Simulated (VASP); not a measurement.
**BW3: single point with PBE**

The system is BW3.

```xyz
4
Lattice="3.8270 0.0000 0.0000 0.0000 3.8270 0.0000 0.0000 0.0000 3.8270" Properties=species:S:1:pos:R:3 pbc="T T T"
B     0.0000    0.0000    0.0000
W     0.0000    1.9135    1.9135
W     1.9135    0.0000    1.9135
W     1.9135    1.9135    0.0000
```

```json
{"Program": "VASP 6.6.1", "Task": "single point", "Functional": "PBE", "Potentials or basis": "VASP PAW PBE potentials, release 64 (B, W_sv)", "Cutoff": "520 eV", "k mesh": "12 × 12 × 12", "Occupations": "gaussian, width 0.1 eV", "Spin": "no spin polarisation"}
```

```
Pressure               : 0.7 GPa
Band gap on the k mesh : zero (an odd number of electrons rules out a gap without spin polarisation)
```

Levels at points of the mesh, in eV from the Fermi level:
| k point | band 19 | band 20 | band 21 | band 22 | band 23 | band 24 | band 25 | band 26 |
| --- | --- | --- | --- | --- | --- | --- | --- | --- |
| (0.00, 0.00, 0.00) | -4.87 | -1.01 | -1.01 | -1.01 | 0.89 | 0.89 | 0.89 | 3.40 |
| (0.50, 0.00, 0.00) | -2.47 | -1.41 | -1.41 | -1.04 | -0.58 | -0.16 | 0.65 | 0.65 |
| (0.50, 0.50, 0.00) | -3.25 | -2.94 | -1.27 | -1.27 | 0.09 | 0.20 | 0.20 | 0.36 |
| (0.50, 0.50, 0.50) | -2.72 | -1.67 | -1.67 | -1.67 | 0.44 | 0.44 | 0.44 | 0.74 |

It took 3 min on 1 thread of AMD EPYC 7R13, with other jobs on the host, peak memory 0.21 GiB.

Caveat: spin-orbit coupling is left out, which moves the levels of the heavy elements.
